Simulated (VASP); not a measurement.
Set up this calculation in VASP 6.6.1, as the native input.

```
Task                   : single point
Functional             : PBE
Potentials or basis    : VASP PAW PBE potentials, release 64 (Bi_d)
Cutoff                 : 520 eV
k mesh                 : 6 × 6 × 4
Occupations            : gaussian, width 0.1 eV
Spin                   : no spin polarisation
Dipole correction      : no
Further INCAR settings : ALGO = Normal; EDIFF = 1e-07; NBANDS = 22
```

The structure of Bi lies in POSCAR:

```
Bi
1.0
    3.4495827120      0.0000000000      0.0000000000
   -1.7247913560      2.9874262610      0.0000000000
    0.0000000000      0.0000000000      6.5493075578
Bi
2
Direct
    0.0000000000      0.0000000000      0.7512597170
    0.0000000000      0.0000000000      0.2487402830
```

One way to write it, as run:

INCAR

```
SYSTEM = Bi
ALGO     = Normal         ! electronic algorithm
EDIFF    = 1E-7           ! SCF threshold, eV
ENCUT    = 520            ! plane-wave cutoff, eV
GGA      = PE             ! functional
ISIF     = 2              ! what is computed and relaxed
ISMEAR   = 0              ! smearing method
LASPH    = .True.         ! aspherical terms in the spheres
LCHARG   = .False.        ! write CHGCAR
LREAL    = .False.        ! projectors in reciprocal space
LWAVE    = .False.        ! write WAVECAR
NBANDS   = 22             ! bands
NELM     = 60             ! most SCF steps
PREC     = Accurate       ! precision mode
SIGMA    = 0.1            ! smearing width, eV
```

KPOINTS

```
k-points
0
Gamma
  6 6 4
  0 0 0
```

Potentials or basis: VASP PAW PBE potentials, release 64 (Bi_d).

Run with:

```sh
$ cat potpaw_PBE.64/Bi_d/POTCAR > POTCAR
$ mpirun -np 1 vasp_std > vasp.out
```

Results of the run:

| Property | Result |
| --- | --- |
| Pressure | -0.2 GPa |
| Largest force | 0.017 eV/Å |
| Band gap on the k mesh | zero (band 15 reaches 11.85 eV, above the bottom of band 16 at 4.37 eV) |

Caveat: spin-orbit coupling is left out, which moves the levels of the heavy elements.

Wall time 15 s on 1 thread of Intel(R) Xeon(R) Platinum 8488C (Sapphire Rapids) (shared host), peak memory 0.18 GiB.
